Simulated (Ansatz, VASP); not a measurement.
## Ti: VASP beside Ansatz

File INCAR:

```
PREC = Accurate
ENCUT = 520
EDIFF = 1E-6
ISMEAR = 0
SIGMA = 0.15
LREAL = F
LASPH = T
NELM = 100
ALGO = Fast
ISIF = 2
LWAVE = F
LCHARG = F
GGA = PE
NBANDS = 12
```

File KPOINTS:

```
Automatic mesh
0
Gamma
  22 22 22
```

The input POSCAR:

```
Ti
1.0
   -1.3900910080      1.3900910080      1.8743987152
    1.3900910080     -1.3900910080      1.8743987152
    1.3900910080      1.3900910080     -1.8743987152
Ti
1
Direct
    0.0000000000      0.0000000000      0.0000000000
```

Input for Ansatz:

```yaml
crystal:
  lattice:
    - [-1.390091008, 1.390091008, 1.8743987152]
    - [1.390091008, -1.390091008, 1.8743987152]
    - [1.390091008, 1.390091008, -1.8743987152]
  atoms:
    - { symbol: Ti, position: [0.0, 0.0, 0.0] }
basis:
  ecutwfc: 520.0
kpoints:
  mp_grid: { grid: [22, 22, 22] }
hamiltonian:
  xc: pbe
  pseudopotentials: { kind: paw, azcp: { folder: soft_1 } }
scf:
  occupations: { method: gaussian, width: 0.15 }
output:
  forces: true
  stress: true
  eigenvalues: true
```

Alike in both runs: task single point; functional PBE; k mesh 22 × 22 × 22; occupations gaussian, width 0.15 eV; no spin polarisation.

|  | VASP | Ansatz |
| --- | --- | --- |
| version | VASP 6.6.1 | Ansatz 0.2.0 |
| potentials or method | VASP PAW PBE potentials, release 64 (Ti_sv), cutoff 520 eV | scalar-relativistic, plane waves, PAW |
| valence electrons in the cell | 12 | 12 |

Ansatz gave:

| Property | Result |
| --- | --- |
| gap on the k mesh at the Fermi level (eV) | none |
| pressure (GPa) | 26.6 |
| traceless stress, the component that is largest in VASP (GPa) | 1.02 |

Problem. What did VASP give for the same quantities?

Solution. gap on the k mesh at the Fermi level (eV): none; pressure (GPa): 25.9; traceless stress, the component that is largest in VASP (GPa): 1.06.

A gap of «none» marks a metal or a gap that the smearing closes.
